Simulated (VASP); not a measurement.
Here is a VASP 6.6.1 calculation.

INCAR

```
SYSTEM = F
ALGO     = Normal         ! electronic algorithm
EDIFF    = 1E-6           ! SCF threshold, eV
ENCUT    = 520            ! plane-wave cutoff, eV
GGA      = PE             ! functional
ISIF     = 2              ! what is computed and relaxed
ISMEAR   = 0              ! smearing method
IVDW     = 12             ! dispersion correction
LASPH    = .TRUE.         ! aspherical terms in the spheres
LCHARG   = .FALSE.        ! write CHGCAR
LREAL    = .FALSE.        ! projectors in reciprocal space
LWAVE    = .FALSE.        ! write WAVECAR
NBANDS   = 38             ! bands
NELM     = 100            ! most SCF steps
PREC     = Accurate       ! precision mode
SIGMA    = 0.02           ! smearing width, eV
```

KPOINTS

```
k-points
0
G
  6 4 4
  0 0 0
```

The input POSCAR:

```
F
1.0
    3.5403189000      0.0000000000      0.0000000000
   -0.2638642000      6.3184221000      0.0000000000
   -0.1725385000     -0.1772526000      6.4670950000
F
8
Direct
    0.3953630000      0.1646240000      0.3524620000
    0.9463810000      0.7647310000      0.2680850000
    0.8972470000      0.2572130000      0.9303390000
    0.4308430000      0.6390330000      0.7000980000
    0.5691570000      0.3609670000      0.2999020000
    0.1027530000      0.7427870000      0.0696610000
    0.0536190000      0.2352690000      0.7319150000
    0.6046370000      0.8353760000      0.6475380000
```

Potentials or basis: VASP PAW PBE potentials, release 64 (F).

Command:

```sh
$ cat potpaw_PBE.64/F/POTCAR > POTCAR
$ mpirun -np 1 vasp_std > vasp.out
```

Problem. Predict the band gap on the k mesh.

Solution. 3.09 eV.

Problem. Predict the largest force.

Solution. 0.377 eV/Å.

Problem. Estimate the dispersion energy per atom.

Solution. -0.025 eV.

Forces on the atoms (eV/Å):
```
F   -0.153 -0.331  0.092
F   -0.154  0.027  0.332
F   -0.154  0.027  0.333
F   -0.154 -0.331  0.094
F    0.154  0.331 -0.094
F    0.154 -0.027 -0.333
F    0.154 -0.027 -0.332
F    0.153  0.331 -0.092
```

A k mesh can miss the band edges.
